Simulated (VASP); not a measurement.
# LiNbO3 (R-3c) in VASP: notebook, part 2 of 2

VASP 6.6.1. Earlier steps stand in the parts before.

### 3 Single point, PBE

File INCAR:

```
SYSTEM = LiNbO3
PREC = Accurate
ENCUT = 520
EDIFF = 1E-6
ISMEAR = 0
SIGMA = 0.05
LREAL = .FALSE.
LASPH = .TRUE.
NELM = 80
ALGO = Normal
ISIF = 2
LWAVE = .FALSE.
LCHARG = .FALSE.
GGA = PE
NBANDS = 45
```

File KPOINTS:

```
Automatic mesh
0
G
  6 6 6
  0 0 0
```

File POSCAR:

```
LiNbO3
1.0
    2.5559574486      1.4756827210      4.8005992799
   -2.5559574486      1.4756827210      4.8005992799
    0.0000000000     -2.9513654419      4.8005992799
Li Nb O
2 2 6
Direct
    0.2500000000      0.2500000000      0.2500000000
    0.7500000000      0.7500000000      0.7500000000
    0.0000000000      0.0000000000      0.0000000000
    0.5000000000      0.5000000000      0.5000000000
    0.1016165405      0.3983834595      0.7500000000
    0.7500000000      0.1016165405      0.3983834595
    0.3983834595      0.7500000000      0.1016165405
    0.8983834595      0.6016165405      0.2500000000
    0.2500000000      0.8983834595      0.6016165405
    0.6016165405      0.2500000000      0.8983834595
```

Potentials or basis: VASP PAW PBE potentials, release 64 (Li_sv, Nb_sv, O).

Started as:

```bash
$ cat potpaw_PBE.64/Li_sv/POTCAR potpaw_PBE.64/Nb_sv/POTCAR potpaw_PBE.64/O/POTCAR > POTCAR
$ mpirun -np 1 vasp_std > vasp.out
```

OUTCAR:

```text
SYSTEM = LiNbO3
   PREC = Accurate
   ENCUT = 520
   EDIFF = 1E-6
   ISMEAR = 0
   LREAL = .FALSE.
   LASPH = .TRUE.
   NELM = 80
   ISIF = 2
   GGA = PE

 ion  position               nearest neighbor table
   1  0.250  0.250  0.250-   9 1.80  10 1.80   8 1.80
   2  0.750  0.750  0.750-   6 1.80   7 1.80   5 1.80
   3  0.000  0.000  0.000-   6 2.05   9 2.05   8 2.05   5 2.05   7 2.05  10 2.05
   4  0.500  0.500  0.500-   7 2.05  10 2.05   8 2.05   5 2.05   9 2.05   6 2.05
   5  0.102  0.398  0.750-   2 1.80   3 2.05   4 2.05
   6  0.750  0.102  0.398-   2 1.80   3 2.05   4 2.05
   7  0.398  0.750  0.102-   2 1.80   4 2.05   3 2.05
   8  0.898  0.602  0.250-   1 1.80   3 2.05   4 2.05
   9  0.250  0.898  0.602-   1 1.80   3 2.05   4 2.05
  10  0.602  0.250  0.898-   1 1.80   4 2.05   3 2.05

  LATTYP: Found a trigonal (rhomboedric) cell.
 ALAT       =     5.6352738548
 COS(alpha) =     0.5885593643

  Lattice vectors:

 A1 = (   2.5559574486,   1.4756827210,   4.8005992799)
 A2 = (  -2.5559574486,   1.4756827210,   4.8005992799)
 A3 = (   0.0000000000,  -2.9513654419,   4.8005992799)

Analysis of symmetry for initial positions (statically):
=====================================================================
 Subroutine PRICEL returns:
 Original cell was already a primitive cell.

 Routine SETGRP: Setting up the symmetry group for a
 trigonal (rhombohedral) supercell.

 Subroutine GETGRP returns: Found 12 space group operations
 (whereof  6 operations were pure point group operations)
 out of a pool of 12 trial point group operations.

The static configuration has the point symmetry S_6 .
 The point group associated with its full space group is D_3d.

Analysis of symmetry for dynamics (positions and initial velocities):
=====================================================================
 Subroutine PRICEL returns:
 Original cell was already a primitive cell.

 Routine SETGRP: Setting up the symmetry group for a
 trigonal (rhombohedral) supercell.

 Subroutine GETGRP returns: Found 12 space group operations
 (whereof  6 operations were pure point group operations)
 out of a pool of 12 trial point group operations.

The dynamic configuration has the point symmetry S_6 .
 The point group associated with its full space group is D_3d.

 Subroutine INISYM returns: Found 12 space group operations
 (whereof  6 operations are pure point group operations),
 and found     1 'primitive' translations

----------------------------------------------------------------------------------------

                                     Primitive cell

  volume of cell :     108.6409

  direct lattice vectors                    reciprocal lattice vectors
     2.555957449  1.475682721  4.800599280     0.195621410  0.112942074  0.069435775
    -2.555957449  1.475682721  4.800599280    -0.195621410  0.112942074  0.069435775
     0.000000000 -2.951365442  4.800599280     0.000000000 -0.225884147  0.069435775

  length of vectors
     5.635273855  5.635273855  5.635273855     0.236315414  0.236315414  0.236315414

  position of ions in fractional coordinates (direct lattice)
[... 74 lines left out ...]
  0.500000  0.500000  0.166667      6.000000
 -0.333333  0.500000  0.166667     12.000000
 [... further k-points ...]
   k-points           NKPTS =     32   k-points in BZ     NKDIM =     32   number of bands    NBANDS=     45
   number of dos      NEDOS =    301   number of ions     NIONS =     10
   total plane-waves  NPLWV =  74088
   dimension x,y,z NGX =    42 NGY =   42 NGZ =   42
   dimension x,y,z NGXF=    84 NGYF=   84 NGZF=   84
   ions per type =               2   2   6
   NGX,Y,Z   is equivalent  to a cutoff of  12.39, 12.39, 12.39 a.u.
   NGXF,Y,Z  is equivalent  to a cutoff of  24.78, 24.78, 24.78 a.u.
 SYSTEM =  LiNbO3
   PREC   = accura    normal or accurate (medium, high low for compatibility)
   ISTART =      0    job   : 0-new  1-cont  2-samecut
   ICHARG =      2    charge: 1-file 2-atom 10-const
   ISPIN  =      1    spin polarized calculation?
   LNONCOLLINEAR =      F non collinear calculations
   LSORBIT =      F    spin-orbit coupling
   LASPH  =      T    aspherical Exc in radial PAW
   ENCUT  =  520.0 eV  38.22 Ry    6.18 a.u.  10.48 10.48 10.48*2*pi/ulx,y,z
   NELM   =     80;   NELMIN=  2; NELMDL= -5     # of ELM steps
   EDIFF  = 0.1E-05   stopping-criterion for ELM
   LREAL  =      F    real-space projection
   EDIFFG = 0.1E-04   stopping-criterion for IOM
   NSW    =      0    number of steps for IOM
   IBRION =     -1    ionic relax: 0-MD 1-quasi-New 2-CG
   NFREE  =      0    steps in history (QN), initial steepest desc. (CG)
   ISIF   =      2    stress and relaxation
   ISYM   =      2    0-nonsym 1-usesym 2-fastsym
   POTIM  = 0.5000    time-step for ionic-motion
   TEBEG  =    0.0;   TEEND  =   0.0 temperature during run
   PSTRESS=    0.0 pullay stress
   NELECT =      68.0000    total number of electrons
   NUPDOWN=      -1.0000    fix difference up-down
   EMIN   =  10.00;   EMAX   =-10.00  energy-range for DOS
   EFERMI =   0.00;   METHOD = LEGACY
   ISMEAR =     0;   SIGMA  =   0.05  broadening in eV -4-tet -1-fermi 0-gaus
   EFERMI_NEDOS =   21; number of points for ismear=-14 and -15
   IALGO  =     38    algorithm
   IMIX   =      4    mixing-type and parameters
     AMIX     =   0.40;   BMIX     =  1.00
     AMIX_MAG =   1.60;   BMIX_MAG =  1.00
  volume/ion in A,a.u.               =      10.86        73.31
  Fermi-wavevector in a.u.,A,eV,Ry     =   1.400383  2.646339 26.681995  1.961071
  Thomas-Fermi vector in A             =   2.523349
   LORBIT       =      0    0 simple, 1 ext, 2 COOP (PROOUT), +10 PAW based schemes
   GGA     = PE    functional components
   LHFCALC =     F    Hartree Fock is set to
   AEXX    =    0.0000 exact exchange contribution
   IVDW    =     0    specifies the selected vdW correction
   LEPSILON=     F    determine dielectric tensor
   LRPA    =     F    only Hartree local field effects (RPA)
 non-spin polarized calculation
 Gauss-broadening in eV      SIGMA  =   0.05
  energy-cutoff  :      520.00
  volume of cell :      108.64
 maximum number of plane-waves:      2955
 NGX is ok and might be reduce to    42
   NGX = 21   NGY = 21   NGZ = 21

 number of electron      67.9999992 magnetization

 Free energy of the ion-electron system (eV)
  ---------------------------------------------------
  ext. energy  EPLUGINS =         0.00000000
  ---------------------------------------------------
  free energy    TOTEN  =       -78.97639244 eV

  energy without entropy =      -78.97639244  energy(sigma->0) =      -78.97639244

 E-fermi :   3.7430     XC(G=0): -10.7216

 val. band max:        3.4711342012   @ k =   0.0000   0.0000   0.0000
 cond. band min:       5.7978606596   @ k =   0.5000   0.5000   0.0000
 fundamental gap:      2.3267264584
 Fermi energy:         3.7430444914

 k-point     1 :       0.0000    0.0000    0.0000
  band No.  band energies     occupation
      1     -51.4455      2.00000
      2     -51.4336      2.00000
      3     -38.5370      2.00000
      4     -38.5349      2.00000
      5     -27.5409      2.00000
      6     -27.5409      2.00000
[... 1141 lines left out ...]
     44      12.3338      0.00000
     45      13.5846      0.00000

 [... further k-points ...]

------------------------ aborting loop because EDIFF is reached ----------------------------------------

  FORCE on cell =-STRESS in cart. coord.  units (eV):
  Direction    XX          YY          ZZ          XY          YZ          ZX
  --------------------------------------------------------------------------------------
  -------------------------------------------------------------------------------------
  Total       -2.8610499     -2.8610499     -9.6560750     -0.0000000     -0.0000000     -0.0000000
  in kB      -42.1932228    -42.1932228   -142.4025916     -0.0000000     -0.0000000     -0.0000000
  external PRESSURE =     -75.5963457 kB  Pullay stress =       0.0000000 kB

 VOLUME and BASIS-vectors are now :
 -----------------------------------------------------------------------------
  energy-cutoff  :      520.00
  volume of cell :      108.64
      direct lattice vectors                 reciprocal lattice vectors
     2.555957449  1.475682721  4.800599280     0.195621410  0.112942074  0.069435775
    -2.555957449  1.475682721  4.800599280    -0.195621410  0.112942074  0.069435775
     0.000000000 -2.951365442  4.800599280     0.000000000 -0.225884147  0.069435775

 POSITION                                       TOTAL-FORCE (eV/Angst)
 -----------------------------------------------------------------------------------
      0.00000      0.00000      3.60045         0.000000     -0.000000      0.000000
      0.00000      0.00000     10.80135         0.000000      0.000000      0.000000
      0.00000      0.00000      0.00000         0.000000      0.000000      0.000000
      0.00000      0.00000      7.20090         0.000000      0.000000      0.000000
     -0.75852     -1.47568      6.00075         1.568824     -0.000000     -0.000000
      1.65724      0.08094      6.00075        -0.784412      1.358642      0.000000
     -0.89872      1.39474      6.00075        -0.784412     -1.358642      0.000000
      0.75852      1.47568      8.40105        -1.568824      0.000000     -0.000000
     -1.65724     -0.08094      8.40105         0.784412     -1.358642      0.000000
      0.89872     -1.39474      8.40105         0.784412      1.358642      0.000000
 -----------------------------------------------------------------------------------
    total drift:                                0.000000     -0.000000      0.000000

  FREE ENERGIE OF THE ION-ELECTRON SYSTEM (eV)
  ---------------------------------------------------
  free  energy   TOTEN  =       -78.9763924365 eV

  energy  without entropy=      -78.9763924365  energy(sigma->0) =      -78.97639244
```

It took 1.7 min on 1 thread of Intel Xeon 6975P-C (Granite Rapids), shared host; peak memory 0.32 GiB.

Results:

```
Free energy            : -78.9764 eV
Largest force          : 1.569 eV/Å
Band gap on the k mesh : 2.33 eV (least direct gap 2.39 eV)
```

Forces on the atoms (eV/Å):
```
Li   0.000  0.000  0.000
Li   0.000  0.000  0.000
Nb   0.000  0.000  0.000
Nb   0.000  0.000  0.000
O    1.569  0.000  0.000
O   -0.784  1.359  0.000
O   -0.784 -1.359  0.000
O   -1.569  0.000  0.000
O    0.784 -1.359  0.000
O    0.784  1.359  0.000
```

Levels at points of the mesh, in eV from the valence-band top:
| k point | band 32 | band 33 | band 34 | band 35 | band 36 | band 37 |
| --- | --- | --- | --- | --- | --- | --- |
| (0.00, 0.00, 0.00) | -0.02 | 0.00 | 0.00 | 2.39 | 2.39 | 2.66 |
| (0.50, 0.00, 0.00) | -0.35 | -0.17 | -0.17 | 3.62 | 3.62 | 3.67 |
| (0.50, 0.50, 0.00) | -0.44 | -0.43 | -0.37 | 2.33 | 2.95 | 3.25 |
| (0.50, 0.50, 0.50) | -0.19 | -0.19 | -0.19 | 3.87 | 3.87 | 3.92 |

Caveat: the cutoff is under 1.25 times the usual one of these potentials, so pressure, stress and relaxed cells hold a basis-set (Pulay) error; forces of over 1 eV/Å act on the atoms, so gaps and moduli don't describe the material at rest. A k mesh can miss the band edges.
